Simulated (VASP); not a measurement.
A run of VASP 6.6.1 is set up as follows.

INCAR

```
SYSTEM = Ge
PREC = Accurate ; ENCUT = 520
EDIFF = 1E-6 ; ISMEAR = 0
SIGMA = 0.15 ; LREAL = .FALSE.
LASPH = .TRUE. ; NELM = 80
ALGO = Fast ; ISIF = 2
LWAVE = .FALSE. ; LCHARG = .FALSE.
GGA = PS ; NBANDS = 21
```

File KPOINTS:

```
regular mesh
0
G
  24 24 24
  0 0 0
```

POSCAR

```
Ge
1.0
   -2.4348621169      2.4348621169      1.3617457162
    2.4348621169     -2.4348621169      1.3617457162
    2.4348621169      2.4348621169     -1.3617457162
Ge
2
Direct
    0.2500000000      0.7500000000      0.5000000000
    0.5000000000      0.5000000000      0.0000000000
```

Potentials or basis: VASP PAW PBE potentials, release 64 (Ge_d).

The run is started by

```sh
$ cat potpaw_PBE.64/Ge_d/POTCAR > POTCAR
$ mpirun -np 1 vasp_std > vasp.out
```

(1) Predict the pressure.

(2) Estimate the band gap on the k mesh.

## Answers

(1) 14.2 GPa.

(2) zero (bands 14 and 15 overlap by 6.76 eV).

Caveat: the cell differs from its parent crystal (strain -0.050 along x and y, -0.025 along z); the cell stands under pressure; the PAW data sets were made with another functional, which shifts forces and pressure a little.
